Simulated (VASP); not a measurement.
**HfS2: vibrations by perturbation theory with PBE**

HfS2:

```xyz
3
Lattice="3.6516 0.0000 0.0000 -1.8258 3.1624 0.0000 0.0000 0.0000 6.8612" Properties=species:S:1:pos:R:3 pbc="T T T"
Hf    0.0000    0.0000    0.0000
S     1.8258    1.0541    5.4146
S     0.0000    2.1083    1.4466
```

* Program: VASP 6.6.1
* Task: vibrations by perturbation theory
* Functional: PBE
* Potentials or basis: VASP PAW PBE potentials, release 64 (Hf_pv, S)
* Cutoff: 500 eV
* k mesh: 12 × 12 × 6
* Occupations: gaussian, width 0.01 eV
* Spin: no spin polarisation
* Dipole correction: no
* Further INCAR settings: ALGO = Normal; EDIFF = 1e-08; NBANDS = 18; IBRION = 8; NSW = 1

- Electronic dielectric tensor (diagonal): 8.66, 8.66, 3.23
- Born charges (mean of the diagonal): Hf +4.92; S -2.46 e
- Highest phonon frequency at Γ, LO-TO splitting left out: 314 cm⁻¹

Phonon frequencies in cm⁻¹ (negative: imaginary):
```tsv
q point	frequencies
(0.000, 0.000, 0.000)	0 0 0 139 139 249 249 302 314
```

Electronic dielectric tensor:
```
8.66 0.00 0.00
0.00 8.66 0.00
0.00 0.00 3.23
```

Born effective charge tensors (e):
atom 1, Hf
```
6.72 0.00 0.00
0.00 6.72 0.00
0.00 0.00 1.32
```
atom 2, S
```
-3.36  0.00  0.00
 0.00 -3.36  0.00
 0.00  0.00 -0.66
```
atom 3, S
```
-3.36  0.00  0.00
 0.00 -3.36  0.00
 0.00  0.00 -0.66
```

Run time: 35 min on 1 thread of Intel(R) Xeon(R) 6975P-C (Granite Rapids) (shared host), peak memory 1.2 GiB.
